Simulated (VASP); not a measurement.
# In2GaP3 (P4/mmm) in VASP: further runs, part 2 of 2

VASP 6.6.1. The steps go on from the part before.

## (3) Single point, PBE

This run uses another cell than the first one, of 25.56 Å³/atom, 1.113 times its volume.

INCAR

```
PREC = Accurate
ENCUT = 520
EDIFF = 1E-6
ISMEAR = 0
SIGMA = 0.1
LREAL = F
LASPH = T
NELM = 80
ALGO = Normal
ISIF = 2
LWAVE = F
LCHARG = F
GGA = PE
NBANDS = 36
```

KPOINTS

```
regular mesh
0
Gamma
  4 4 2
```

POSCAR

```
In2GaP3
1.0
    3.9513074695      0.0000000000      0.0000000000
    0.0000000000      3.9513074695      0.0000000000
    0.0000000000      0.0000000000      9.8240440168
In Ga P
2 1 3
Direct
    0.0000000000      0.0000000000      0.5000000000
    0.5000000000      0.5000000000      0.0000000000
    0.0000000000      0.0000000000      0.0000000000
    0.0000000000      0.0000000000      0.2238353770
    0.0000000000      0.0000000000      0.7761646230
    0.5000000000      0.5000000000      0.5000000000
```

Potentials or basis: VASP PAW PBE potentials, release 64 (In_d, Ga_d, P).

The run is started by

```
$ cat potpaw_PBE.64/In_d/POTCAR potpaw_PBE.64/Ga_d/POTCAR potpaw_PBE.64/P/POTCAR > POTCAR
$ mpirun -np 1 vasp_std > vasp.out
```

OUTCAR:

```text
PREC = Accurate
   ENCUT = 520
   EDIFF = 1E-6
   ISMEAR = 0
   LREAL = F
   LASPH = T
   NELM = 80
   ISIF = 2
   GGA = PE

 ion  position               nearest neighbor table
   1  0.000  0.000  0.500-   4 2.71   5 2.71   6 2.79   6 2.79   6 2.79   6 2.79
   2  0.500  0.500  0.000-   3 2.79   3 2.79   3 2.79   3 2.79
   3  0.000  0.000  0.000-   4 2.20   5 2.20   2 2.79   2 2.79   2 2.79   2 2.79
   4  0.000  0.000  0.224-   3 2.20   1 2.71
   5  0.000  0.000  0.776-   3 2.20   1 2.71
   6  0.500  0.500  0.500-   1 2.79   1 2.79   1 2.79   1 2.79

  LATTYP: Found a simple tetragonal cell.
 ALAT       =     3.9513074695
 C/A-ratio  =     2.4862767812

  Lattice vectors:

 A1 = (   3.9513074695,   0.0000000000,   0.0000000000)
 A2 = (   0.0000000000,   3.9513074695,   0.0000000000)
 A3 = (   0.0000000000,   0.0000000000,   9.8240440168)

Analysis of symmetry for initial positions (statically):
=====================================================================
 Subroutine PRICEL returns:
 Original cell was already a primitive cell.

 Routine SETGRP: Setting up the symmetry group for a
 simple tetragonal supercell.

 Subroutine GETGRP returns: Found 16 space group operations
 (whereof 16 operations were pure point group operations)
 out of a pool of 16 trial point group operations.

The static configuration has the point symmetry D_4h.

Analysis of symmetry for dynamics (positions and initial velocities):
=====================================================================
 Subroutine PRICEL returns:
 Original cell was already a primitive cell.

 Routine SETGRP: Setting up the symmetry group for a
 simple tetragonal supercell.

 Subroutine GETGRP returns: Found 16 space group operations
 (whereof 16 operations were pure point group operations)
 out of a pool of 16 trial point group operations.

The dynamic configuration has the point symmetry D_4h.

 Subroutine INISYM returns: Found 16 space group operations
 (whereof 16 operations are pure point group operations),
 and found     1 'primitive' translations

----------------------------------------------------------------------------------------

                                     Primitive cell

  volume of cell :     153.3811

  direct lattice vectors                    reciprocal lattice vectors
     3.951307470  0.000000000  0.000000000     0.253080786  0.000000000  0.000000000
     0.000000000  3.951307470  0.000000000     0.000000000  0.253080786  0.000000000
     0.000000000  0.000000000  9.824044017     0.000000000  0.000000000  0.101791075

  length of vectors
     3.951307470  3.951307470  9.824044017     0.253080786  0.253080786  0.101791075

  position of ions in fractional coordinates (direct lattice)
     0.000000000  0.000000000  0.500000000
     0.500000000  0.500000000  0.000000000
     0.000000000  0.000000000  0.000000000
     0.000000000  0.000000000  0.223835377
     0.000000000  0.000000000  0.776164623
     0.500000000  0.500000000  0.500000000

  ion indices of the primitive-cell ions
   primitive index   ion index
                 1           1
                 2           2
                 3           3
                 4           4
                 5           5
[... 33 lines left out ...]
  0.250000  0.250000  0.000000      4.000000
  0.500000  0.250000  0.000000      4.000000
  0.500000  0.500000  0.000000      1.000000
  0.000000  0.000000  0.500000      1.000000
  0.250000  0.000000  0.500000      4.000000
  0.500000  0.000000  0.500000      2.000000
  0.250000  0.250000  0.500000      4.000000
  0.500000  0.250000  0.500000      4.000000
  0.500000  0.500000  0.500000      1.000000
   k-points           NKPTS =     12   k-points in BZ     NKDIM =     12   number of bands    NBANDS=     36
   number of dos      NEDOS =    301   number of ions     NIONS =      6
   total plane-waves  NPLWV =  72000
   dimension x,y,z NGX =    30 NGY =   30 NGZ =   80
   dimension x,y,z NGXF=    60 NGYF=   60 NGZF=  160
   ions per type =               2   1   3
   NGX,Y,Z   is equivalent  to a cutoff of  12.62, 12.62, 13.54 a.u.
   NGXF,Y,Z  is equivalent  to a cutoff of  25.24, 25.24, 27.08 a.u.
 SYSTEM =  unknown system
   PREC   = accura    normal or accurate (medium, high low for compatibility)
   ISTART =      0    job   : 0-new  1-cont  2-samecut
   ICHARG =      2    charge: 1-file 2-atom 10-const
   ISPIN  =      1    spin polarized calculation?
   LNONCOLLINEAR =      F non collinear calculations
   LSORBIT =      F    spin-orbit coupling
   LASPH  =      T    aspherical Exc in radial PAW
   ENCUT  =  520.0 eV  38.22 Ry    6.18 a.u.   7.35  7.35 18.27*2*pi/ulx,y,z
   NELM   =     80;   NELMIN=  2; NELMDL= -5     # of ELM steps
   EDIFF  = 0.1E-05   stopping-criterion for ELM
   LREAL  =      F    real-space projection
   EDIFFG = 0.1E-04   stopping-criterion for IOM
   NSW    =      0    number of steps for IOM
   IBRION =     -1    ionic relax: 0-MD 1-quasi-New 2-CG
   NFREE  =      0    steps in history (QN), initial steepest desc. (CG)
   ISIF   =      2    stress and relaxation
   ISYM   =      2    0-nonsym 1-usesym 2-fastsym
   POTIM  = 0.5000    time-step for ionic-motion
   TEBEG  =    0.0;   TEEND  =   0.0 temperature during run
   PSTRESS=    0.0 pullay stress
   NELECT =      54.0000    total number of electrons
   NUPDOWN=      -1.0000    fix difference up-down
   EMIN   =  10.00;   EMAX   =-10.00  energy-range for DOS
   EFERMI =   0.00;   METHOD = LEGACY
   ISMEAR =     0;   SIGMA  =   0.10  broadening in eV -4-tet -1-fermi 0-gaus
   EFERMI_NEDOS =   21; number of points for ismear=-14 and -15
   IALGO  =     38    algorithm
   IMIX   =      4    mixing-type and parameters
     AMIX     =   0.40;   BMIX     =  1.00
     AMIX_MAG =   1.60;   BMIX_MAG =  1.00
  volume/ion in A,a.u.               =      25.56       172.51
  Fermi-wavevector in a.u.,A,eV,Ry     =   1.155976  2.184478 18.181196  1.336280
  Thomas-Fermi vector in A             =   2.292600
   LORBIT       =      0    0 simple, 1 ext, 2 COOP (PROOUT), +10 PAW based schemes
   GGA     = PE    functional components
   LHFCALC =     F    Hartree Fock is set to
   AEXX    =    0.0000 exact exchange contribution
   IVDW    =     0    specifies the selected vdW correction
   LEPSILON=     F    determine dielectric tensor
   LRPA    =     F    only Hartree local field effects (RPA)
 non-spin polarized calculation
 Gauss-broadening in eV      SIGMA  =   0.10
  energy-cutoff  :      520.00
  volume of cell :      153.38
 maximum number of plane-waves:      4165
 NGX is ok and might be reduce to    30
   NGX = 15   NGY = 15   NGZ = 37

 number of electron      54.0000000 magnetization

 Free energy of the ion-electron system (eV)
  ---------------------------------------------------
  ext. energy  EPLUGINS =         0.00000000
  ---------------------------------------------------
  free energy    TOTEN  =       -19.90396661 eV

  energy without entropy =      -19.88953416  energy(sigma->0) =      -19.89675038

 E-fermi :   4.3026     XC(G=0):  -9.2916

 val. band max:        4.2721985694   @ k =   0.5000   0.5000   0.5000
 cond. band min:       4.4005099133   @ k =   0.2500   0.2500   0.5000
 fundamental gap:      0.1283113439
 Fermi energy:         4.3025846426

 k-point     1 :       0.0000    0.0000    0.0000
  band No.  band energies     occupation
      1     -11.0510      2.00000
      2     -11.0319      2.00000
      3     -10.8778      2.00000
      4     -10.7484      2.00000
      5     -10.7484      2.00000
      6     -10.2526      2.00000
[... 457 lines left out ...]
     35      10.8605      0.00000
     36      11.1134      0.00000

------------------------ aborting loop because EDIFF is reached ----------------------------------------

  FORCE on cell =-STRESS in cart. coord.  units (eV):
  Direction    XX          YY          ZZ          XY          YZ          ZX
  --------------------------------------------------------------------------------------
  -------------------------------------------------------------------------------------
  Total       -0.0436664     -0.0436664     -0.0330204      0.0000000      0.0000000      0.0000000
  in kB       -0.4561267     -0.4561267     -0.3449225      0.0000000      0.0000000      0.0000000
  external PRESSURE =      -0.4190587 kB  Pullay stress =       0.0000000 kB

 VOLUME and BASIS-vectors are now :
 -----------------------------------------------------------------------------
  energy-cutoff  :      520.00
  volume of cell :      153.38
      direct lattice vectors                 reciprocal lattice vectors
     3.951307470  0.000000000  0.000000000     0.253080786  0.000000000  0.000000000
     0.000000000  3.951307470  0.000000000     0.000000000  0.253080786  0.000000000
     0.000000000  0.000000000  9.824044017     0.000000000  0.000000000  0.101791075

 POSITION                                       TOTAL-FORCE (eV/Angst)
 -----------------------------------------------------------------------------------
      0.00000      0.00000      4.91202         0.000000      0.000000      0.000000
      1.97565      1.97565      0.00000         0.000000      0.000000      0.000000
      0.00000      0.00000      0.00000         0.000000      0.000000      0.000000
      0.00000      0.00000      2.19897         0.000000     -0.000000     -0.019220
      0.00000      0.00000      7.62508        -0.000000     -0.000000      0.019220
      1.97565      1.97565      4.91202         0.000000      0.000000      0.000000
 -----------------------------------------------------------------------------------
    total drift:                                0.000000      0.000000      0.000000

  FREE ENERGIE OF THE ION-ELECTRON SYSTEM (eV)
  ---------------------------------------------------
  free  energy   TOTEN  =       -19.9039666137 eV

  energy  without entropy=      -19.8895341557  energy(sigma->0) =      -19.89675038
```

It took 32 s on 1 thread of Intel Xeon 6975P-C (Granite Rapids), shared host; peak memory 0.27 GiB.

What came out:

| Quantity | Value |
| --- | --- |
| Free energy | -19.9040 eV |
| Pressure | 0.0 GPa |
| Largest force | 0.019 eV/Å |
| Band gap on the k mesh | zero (band 27 reaches 4.58 eV, above the bottom of band 28 at 2.74 eV) |

Forces on the atoms (eV/Å):
```
In   0.000  0.000  0.000
In   0.000  0.000  0.000
Ga   0.000  0.000  0.000
P    0.000  0.000 -0.019
P    0.000  0.000  0.019
P    0.000  0.000  0.000
```

Levels at points of the mesh, in eV from the Fermi level:
| k point | band 24 | band 25 | band 26 | band 27 | band 28 | band 29 | band 30 | band 31 |
| --- | --- | --- | --- | --- | --- | --- | --- | --- |
| (0.00, 0.00, 0.00) | -0.90 | -0.90 | -0.35 | -0.29 | 0.17 | 0.17 | 2.54 | 2.54 |
| (0.50, 0.00, 0.00) | -0.70 | -0.32 | -0.11 | 0.19 | 0.44 | 1.46 | 3.27 | 3.37 |
| (0.50, 0.50, 0.00) | -3.41 | -2.99 | -2.04 | -1.56 | -1.56 | -0.36 | 0.61 | 0.61 |
| (0.00, 0.00, 0.50) | -1.21 | -1.21 | -0.09 | 0.16 | 0.41 | 0.41 | 2.15 | 2.42 |
| (0.50, 0.00, 0.50) | -1.52 | -0.23 | 0.20 | 0.28 | 0.28 | 0.70 | 2.72 | 3.82 |
| (0.50, 0.50, 0.50) | -3.79 | -3.41 | -1.18 | -1.18 | -0.26 | -0.03 | 0.21 | 0.21 |

Caveat: the k points lie up to 0.40 Å⁻¹ apart; spin-orbit coupling is left out, which moves the levels of the heavy elements.
